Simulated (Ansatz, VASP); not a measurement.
# AlN: VASP beside Ansatz

```
CELL_PARAMETERS angstrom
-1.63784 2.83682 0.00000
0.00000 0.00000 4.10063
4.91352 2.83682 0.00000
ATOMIC_POSITIONS crystal
Al 0.40672 0.75000 0.08510
Al 0.00000 0.75000 0.66667
Al 0.00000 0.25000 0.33333
Al 0.50000 0.25000 0.83333
N 0.50000 0.25000 0.16667
N 0.00000 0.25000 0.66667
N 0.00000 0.75000 0.33333
N 0.50000 0.75000 0.83333
```

Alike in both runs: task single point; functional LDA; k mesh 8 × 6 × 4; occupations gaussian, width 0.05 eV; no spin polarisation.

|  | VASP | Ansatz |
| --- | --- | --- |
| version | VASP 6.6.1 | Ansatz 0.2.0 |
| potentials or method | VASP PAW LDA potentials, release 64 (Al, N), cutoff 520 eV | scalar-relativistic, plane waves, PAW |
| valence electrons in the cell | 32 | 32 |

|  | VASP | Ansatz | Ansatz less VASP |
| --- | --- | --- | --- |
| gap on the k mesh at the Fermi level (eV) | 2.16 | 2.16 | -0.006 |
| least direct gap on the mesh (eV) | 2.23 | 2.22 | -0.007 |
| pressure (GPa) | 15.6 | 14.7 | -0.93 |
| traceless stress, the component that is largest in VASP (GPa) | 26.69 | 25.98 | -0.720 |
| rms of the force components (eV/Å) | 5.482 | 5.410 | -0.0720 |

Ansatz warns that its potentials were made for another functional, while VASP's fit it. LDA's correlation is that of Perdew and Zunger in VASP and of Perdew and Wang (1992) in Ansatz. Atom by atom the forces differ by 0.076 eV/Å (rms over components).
